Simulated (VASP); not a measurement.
Wanted: the native input for a VASP 6.6.1 run.

```yaml
Task: single point
Functional: PBE
Potentials_or_basis: VASP PAW PBE potentials, release 64 (Au)
Cutoff: 520 eV
k_mesh: 11 × 11 × 11
Occupations: gaussian, width 0.018 eV
Spin: no spin polarisation
Dipole_correction: no
Further_INCAR_settings: ALGO = Normal; EDIFF = 1e-07; NBANDS = 12
```

The structure of Au lies in POSCAR:

```
Au
1.0
   -1.6572690000      1.6572690000      1.6572690000
    1.6572690000     -1.6572690000      1.6572690000
    1.6572690000      1.6572690000     -1.6572690000
Au
1
Direct
    0.0000000000      0.0000000000      0.0000000000
```

The input as run:

INCAR

```
  PREC = Accurate
  ENCUT = 520
  EDIFF = 1E-7
  ISMEAR = 0
  SIGMA = 0.018000000000000002
  LREAL = False
  LASPH = True
  NELM = 60
  ALGO = Normal
  ISIF = 2
  LWAVE = False
  LCHARG = True
  GGA = PE
  LELF = True
  LVHAR = True
  NBANDS = 12
```

KPOINTS

```
regular mesh
0
Gamma
  11 11 11
```

Potentials or basis: VASP PAW PBE potentials, release 64 (Au).

Launch:

```console
$ cat potpaw_PBE.64/Au/POTCAR > POTCAR
$ mpirun -np 1 vasp_std > vasp.out
```

Results of the run:

```
Pressure : -1.1 GPa
```

Run time: 14 s on 1 thread of Intel Xeon 8259CL, with other jobs on the host, peak memory 0.14 GiB.
